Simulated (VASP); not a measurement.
# MgS in VASP: notebook, part 2 of 2

VASP 6.6.1.

## 3. Single point, LDA (z stretched by +0.5 %, x and y held)

The input, INCAR:

```
SYSTEM = MgS
ALGO     = Normal         ! electronic algorithm
EDIFF    = 1E-7           ! SCF threshold, eV
ENCUT    = 520            ! plane-wave cutoff, eV
ISIF     = 2              ! what is computed and relaxed
ISMEAR   = 0              ! smearing method
LASPH    = .True.         ! aspherical terms in the spheres
LCHARG   = .False.        ! write CHGCAR
LREAL    = .False.        ! projectors in reciprocal space
LWAVE    = .False.        ! write WAVECAR
NBANDS   = 11             ! bands
NELM     = 100            ! most SCF steps
PREC     = Accurate       ! precision mode
SIGMA    = 0.01           ! smearing width, eV
```

The input, KPOINTS:

```
k-points
0
Gamma
  8 8 8
  0 0 0
```

The input, POSCAR:

```
MgS
1.0
    0.0000000000      2.5641824518      2.5770033640
    2.5641824518      0.0000000000      2.5770033640
    2.5641824518      2.5641824518      0.0000000000
Mg S
1 1
Direct
    0.0000000000      0.0000000000      0.0000000000
    0.5000000000      0.5000000000      0.5000000000
```

Potentials or basis: VASP PAW LDA potentials, release 64 (Mg, S).

The run is started by

```sh
$ cat potpaw_LDA.64/Mg/POTCAR potpaw_LDA.64/S/POTCAR > POTCAR
$ mpirun -np 1 vasp_std > vasp.out
```

OUTCAR:

```text
SYSTEM = MgS
   EDIFF = 1E-7
   ENCUT = 520
   ISIF = 2
   ISMEAR = 0
   LASPH = .True.
   LREAL = .False.
   NELM = 100
   PREC = Accurate

 ion  position               nearest neighbor table
   1  0.000  0.000  0.000-   2 2.56   2 2.56   2 2.56   2 2.56   2 2.58   2 2.58
   2  0.500  0.500  0.500-   1 2.56   1 2.56   1 2.56   1 2.56   1 2.58   1 2.58

  LATTYP: Found a body centered tetragonal cell.
 ALAT       =     3.6263015997
 C/A-ratio  =     1.4212846302

  Lattice vectors:

 A1 = (  -2.5641824518,   0.0000000000,   2.5770033640)
 A2 = (   2.5641824518,   0.0000000000,   2.5770033640)
 A3 = (   0.0000000000,   2.5641824518,  -2.5770033640)

Analysis of symmetry for initial positions (statically):
=====================================================================
 Subroutine PRICEL returns:
 Original cell was already a primitive cell.

 Routine SETGRP: Setting up the symmetry group for a
 body centered tetragonal supercell.

 Subroutine GETGRP returns: Found 16 space group operations
 (whereof 16 operations were pure point group operations)
 out of a pool of 16 trial point group operations.

The static configuration has the point symmetry D_4h.

Analysis of symmetry for dynamics (positions and initial velocities):
[... 165 lines left out ...]

 k-point     1 :       0.0000    0.0000    0.0000
  band No.  band energies     occupation
      1      -8.9322      2.00000
      2       3.9274      2.00000
      3       3.9274      2.00000
      4       3.9494      2.00000
      5       7.7363      0.00000
      6      11.7096      0.00000
      7      11.7625      0.00000
      8      11.7625      0.00000
      9      14.2045      0.00000
     10      14.2756      0.00000
     11      16.3784      0.00000
[... 309 lines left out ...]
 k-point    24 :       0.3750    0.0000    0.1250
  band No.  band energies     occupation
      1      -7.8423      2.00000
      2      -0.0291      2.00000
      3       2.9507      2.00000
      4       3.0769      2.00000
      5       9.1271      0.00000
      6      10.4847      0.00000
      7      11.9045      0.00000
      8      12.2477      0.00000
      9      15.3950      0.00000
     10      16.7949      0.00000
     11      16.8937      0.00000

 [... further k-points ...]
[... 5 lines left out ...]
  --------------------------------------------------------------------------------------
  -------------------------------------------------------------------------------------
  Total       -0.1621376     -0.1621376     -0.2857582      0.0000000      0.0000000      0.0000000
  in kB       -7.6656927     -7.6656927    -13.5103462      0.0000000      0.0000000      0.0000000
  external PRESSURE =      -9.6139106 kB  Pullay stress =       0.0000000 kB

 VOLUME and BASIS-vectors are now :
 -----------------------------------------------------------------------------
  energy-cutoff  :      520.00
  volume of cell :       33.89
      direct lattice vectors                 reciprocal lattice vectors
     0.000000000  2.564182452  2.577003364    -0.194993925  0.194993925  0.194023806
     2.564182452  0.000000000  2.577003364     0.194993925 -0.194993925  0.194023806
     2.564182452  2.564182452  0.000000000     0.194993925  0.194993925 -0.194023806

 POSITION                                       TOTAL-FORCE (eV/Angst)
 -----------------------------------------------------------------------------------
      0.00000      0.00000      0.00000         0.000000      0.000000      0.000000
      2.56418      2.56418      2.57700        -0.000000     -0.000000      0.000000
 -----------------------------------------------------------------------------------
    total drift:                                0.000000      0.000000      0.000000

  FREE ENERGIE OF THE ION-ELECTRON SYSTEM (eV)
  ---------------------------------------------------
  free  energy   TOTEN  =        -9.5911346767 eV

  energy  without entropy=       -9.5911346767  energy(sigma->0) =       -9.59113468
```

OSZICAR:

```text
N       E                     dE             d eps       ncg     rms          rms(c)
DAV:   1     0.203799050355E+02    0.20380E+02   -0.35539E+03  1314   0.591E+02
DAV:   2    -0.875961957767E+01   -0.29140E+02   -0.27716E+02  1655   0.101E+02
DAV:   3    -0.100097568725E+02   -0.12501E+01   -0.12483E+01  1617   0.220E+01
DAV:   4    -0.100163756439E+02   -0.66188E-02   -0.66182E-02  1566   0.194E+00
DAV:   5    -0.100164275670E+02   -0.51923E-04   -0.51923E-04  1620   0.166E-01    0.458E+00
DAV:   6    -0.964468997763E+01    0.37174E+00   -0.79803E-01  1505   0.348E+00    0.354E+00
DAV:   7    -0.959624677619E+01    0.48443E-01   -0.19296E-01  1564   0.183E+00    0.218E+00
DAV:   8    -0.959150597876E+01    0.47408E-02   -0.11655E-02  1439   0.593E-01    0.854E-01
DAV:   9    -0.959116289843E+01    0.34308E-03   -0.65363E-04  1551   0.132E-01    0.363E-01
DAV:  10    -0.959113998491E+01    0.22914E-04   -0.60863E-05  1529   0.377E-02    0.134E-01
DAV:  11    -0.959113462634E+01    0.53586E-05   -0.26674E-05  1514   0.221E-02    0.163E-02
DAV:  12    -0.959113467669E+01   -0.50348E-07   -0.33868E-07  1525   0.401E-03
   1 F= -.95911347E+01 E0= -.95911347E+01  d E =-.669516E-79
```

It took 15 s on 1 thread of AMD EPYC 7R43 (Zen 3), shared host; peak memory 0.12 GiB.

Results:

- Free energy: -9.5911 eV
- Pressure: -1.0 GPa
- Band gap on the k mesh: 2.62 eV, indirect (least direct gap 3.79 eV)

Stress tensor (GPa, compression positive):
```
-0.77  0.00  0.00
 0.00 -0.77  0.00
 0.00  0.00 -1.35
```

Caveat: the cell differs from its parent crystal (z stretched by +0.5 %, x and y held).

## 4. Single point, LDA (equal xy, yz and zx engineering shears of -0.5 %)

The input, INCAR:

```
PREC = Accurate ; ENCUT = 520
EDIFF = 1E-7 ; ISMEAR = 0
SIGMA = 0.01 ; LREAL = False
LASPH = True ; NELM = 80
ALGO = Normal ; ISIF = 2
LWAVE = False ; LCHARG = False
GGA = CA ; NBANDS = 11
```

The input, KPOINTS:

```
regular mesh
0
Gamma
  8 8 8
```

The input, POSCAR:

```
MgS
1.0
   -0.0128209123      2.5577719957      2.5577719957
    2.5577719957     -0.0128209123      2.5577719957
    2.5577719957      2.5577719957     -0.0128209123
Mg S
1 1
Direct
    0.0000000000      0.0000000000      0.0000000000
    0.5000000000      0.5000000000      0.5000000000
```

The run is started by

```sh
$ cat potpaw_LDA.64/Mg/POTCAR potpaw_LDA.64/S/POTCAR > POTCAR
$ mpirun -np 1 vasp_std > vasp.out
```

It took 17 s on 1 thread of AMD EPYC 7R43 (Zen 3), shared host; peak memory 0.12 GiB.

The run converged. Its results:

```
Free energy            : -9.5916 eV
Pressure               : -0.6 GPa
Band gap on the k mesh : 2.60 eV, indirect (least direct gap 3.79 eV)
```

Stress tensor (GPa, compression positive):
```
-0.56  0.28  0.28
 0.28 -0.56  0.28
 0.28  0.28 -0.56
```

Levels at points of the mesh, in eV from the valence-band top:
| k point | band 2 | band 3 | band 4 | band 5 | band 6 | band 7 |
| --- | --- | --- | --- | --- | --- | --- |
| (0.00, 0.00, 0.00) | -0.07 | -0.07 | 0.00 | 3.79 | 7.72 | 7.72 |
| (0.50, 0.00, 0.00) | -5.20 | -0.70 | -0.66 | 4.41 | 6.73 | 6.80 |
| (0.50, 0.50, 0.00) | -4.53 | -1.89 | -1.82 | 2.60 | 4.07 | 12.17 |
| (0.50, 0.50, 0.50) | -5.17 | -0.73 | -0.73 | 4.34 | 6.68 | 6.68 |

Caveat: the cell differs from its parent crystal (equal xy, yz and zx engineering shears of -0.5 %). A k mesh can miss the band edges.

## 5. The runs side by side

| cell | gap on the mesh (eV) | pressure (GPa) |
| --- | --- | --- |
| a = 3.617, b = 3.617, c = 3.626 Å, angles 59.9, 59.9, 60.2°, 2 atoms | 2.63 | -0.1 |
| a = 3.635, b = 3.635, c = 3.626 Å, angles 60.1, 60.1, 59.8°, 2 atoms | 2.62 | -1.0 |
| a = 3.617 Å, angles 60.3°, 2 atoms | 2.60 | -0.6 |

Alike in all rows: task single point; level LDA; potentials or basis VASP PAW LDA potentials, release 64 (Mg, S); no spin polarisation; k mesh 8 × 8 × 8; cutoff (eV) 520; smearing gaussian 0.01 eV.

Absolute energies hang on the potentials; compare differences alone.
